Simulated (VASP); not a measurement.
Runs of VASP 6.6.1 on Mg. The structure is that of space group P6_3/mmc (No. 194), or close to it. The cells are those of the table. 

```csv
task,level,cell,cutoff (eV),gap on the mesh (eV),pressure (GPa),relaxed volume (Å³/atom)
relaxation of cell and atoms,RPBE+D3(BJ),"relaxed from a = 3.177, b = 3.177, c = 10.319 Å, angles 90.0, 90.0, 120.0°, 4 atoms",600,none,0.0,16.80
relaxation of cell and atoms,RPBE+D4,"relaxed from a = 3.177, b = 3.177, c = 10.319 Å, angles 90.0, 90.0, 120.0°, 4 atoms",600,none,0.0,(a)
relaxation of cell and atoms,PBEsol+D3(BJ),"relaxed from a = 3.177, b = 3.177, c = 10.319 Å, angles 90.0, 90.0, 120.0°, 4 atoms",600,none,0.0,21.45
single point,BLYP,"a = 3.205, b = 3.205, c = 10.637 Å, angles 90.0, 90.0, 120.0°, 4 atoms",520,none,0.0,-
single point,PBE,"a = 3.134, b = 3.134, c = 10.179 Å, angles 90.0, 90.0, 120.0°, 4 atoms",520,none,2.5,-
```

Alike in all rows: potentials or basis VASP PAW PBE potentials, release 64 (Mg); no spin polarisation; k mesh 10 × 10 × 3; smearing fermi-dirac 0.05 eV.

Problem. Estimate the missing entries.

Solution. (a) 23.26.

Caveats: the PAW data sets were made with another functional, which shifts forces and pressure a little (some runs); pairwise dispersion overbinds metals, which lowers pressure and volume (some runs); the volume moved by over 15 % at a fixed basis, so the end points are rough (some runs).

A gap of «none» marks levels without a gap at the run's occupations.
